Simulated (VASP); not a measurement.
A run of VASP 6.6.1:

Contents of INCAR:

```
SYSTEM = SiO3
PREC = Accurate
ENCUT = 600
EDIFF = 1E-6
ISMEAR = -1
SIGMA = 0.06122561905347299
LREAL = .FALSE.
LASPH = .TRUE.
NELM = 120
ALGO = Normal
ISIF = 2
LWAVE = .FALSE.
LCHARG = .FALSE.
GGA = PE
NBANDS = 19
GGA_COMPAT = .FALSE.
```

File KPOINTS:

```
regular mesh
0
G
  31 31 31
  0 0 0
```

Contents of POSCAR:

```
SiO3
1.0
    3.5379174357      0.0000000000      0.0000000000
    0.0000000000      3.5379174357      0.0000000000
    0.0000000000      0.0000000000      3.5379174357
Si O
1 3
Direct
    0.0000000000      0.0000000000      0.0000000000
    0.5000000000      0.0000000000      0.0000000000
    0.0000000000      0.5000000000      0.0000000000
    0.0000000000      0.0000000000      0.5000000000
```

Potentials or basis: VASP PAW PBE potentials, release 64 (Si, O).

Run with:

```console
$ cat potpaw_PBE.64/Si/POTCAR potpaw_PBE.64/O/POTCAR > POTCAR
$ mpirun -np 1 vasp_std > vasp.out
```

Hardware: 1 thread of Oxide Virtual Turin-like Processor (shared host).

Question: How long does it take, and how much memory?

Answer: Wall time 14 min on 1 thread of Oxide Virtual Turin-like Processor, with other jobs on the host, peak memory 0.65 GiB. Counts: scf iterations 13, k points 816.
